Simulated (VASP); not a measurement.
Here is a VASP 6.6.1 calculation.

INCAR

```
SYSTEM = Fe
PREC = Accurate
ENCUT = 520
EDIFF = 1E-7
ISMEAR = -1
SIGMA = 0.05
LREAL = .False.
LASPH = .True.
NELM = 150
ALGO = Normal
ISIF = 2
LWAVE = .False.
LCHARG = .True.
ISPIN = 2
MAGMOM = 3
LORBIT = 11
LMAXMIX = 4
GGA = RP
LELF = .True.
LVHAR = .True.
NBANDS = 14
```

File KPOINTS:

```
regular mesh
0
Gamma
  13 13 13
  0 0 0
```

Contents of POSCAR:

```
Fe
1.0
    0.0000000000      2.0220684927      2.0221796350
    1.4299340366      0.0000000000      2.0221796350
    1.4299340366      2.0220684927      0.0000000000
Fe
1
Direct
    0.0000000000      0.0000000000      0.0000000000
```

Potentials or basis: VASP PAW PBE potentials, release 64 (Fe).

Launch:

```console
$ cat potpaw_PBE.64/Fe/POTCAR > POTCAR
$ mpirun -np 1 vasp_std > vasp.out
```

Task: Estimate the pressure.

Result: 0.4 GPa.

Task: Predict the site moments.

Result: Fe +2.25 μB.

Task: What does it give for the net moment?

Result: 2.24 μB per cell.

Caveat: the PAW data sets were made with another functional, which shifts forces and pressure a little.
